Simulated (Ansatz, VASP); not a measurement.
# WSe2: VASP beside Ansatz

```
W Se
1.0
    -3.27115    0.00000    0.00000
    -1.63558   -2.83290    0.00000
    -3.27131   -1.88869   13.22067
W Se
2 4
Direct
  0.83331 0.83331 0.75000
  0.49999 0.49999 0.25000
  0.25107 0.25107 0.12339
  0.25106 0.25106 0.62339
  0.08224 0.08224 0.37661
  0.08223 0.08223 0.87661
```

Alike in both runs: task single point; functional PBEsol; k mesh 9 × 9 × 2; occupations gaussian, width 0.05 eV; no spin polarisation.

```csv
,VASP,Ansatz
version,VASP 6.6.1,Ansatz 0.2.0
potentials or method,"VASP PAW PBE potentials, release 64 (W_sv, Se), cutoff 520 eV","scalar-relativistic, plane waves, PAW"
valence electrons in the cell,52,92
```

Ansatz gave:

* gap on the k mesh at the Fermi level (eV): 1.16
* least direct gap on the mesh (eV): 1.64
* pressure (GPa): 0.2
* traceless stress, the component that is largest in VASP (GPa): 0.05
* rms of the force components (eV/Å): 0.022

Q: Which values does VASP return?

A: gap on the k mesh at the Fermi level (eV): 1.15; least direct gap on the mesh (eV): 1.64; pressure (GPa): 0.6; traceless stress, the component that is largest in VASP (GPa): 0.15; rms of the force components (eV/Å): 0.026.

VASP's potentials were made for PBE, not for PBEsol. Atom by atom the forces differ by 0.029 eV/Å (rms over components). VASP's potentials hold 52 valence electrons a cell and Ansatz's 92, so a difference there can come from the potentials and not from the codes.

Neither program's run includes spin-orbit coupling.
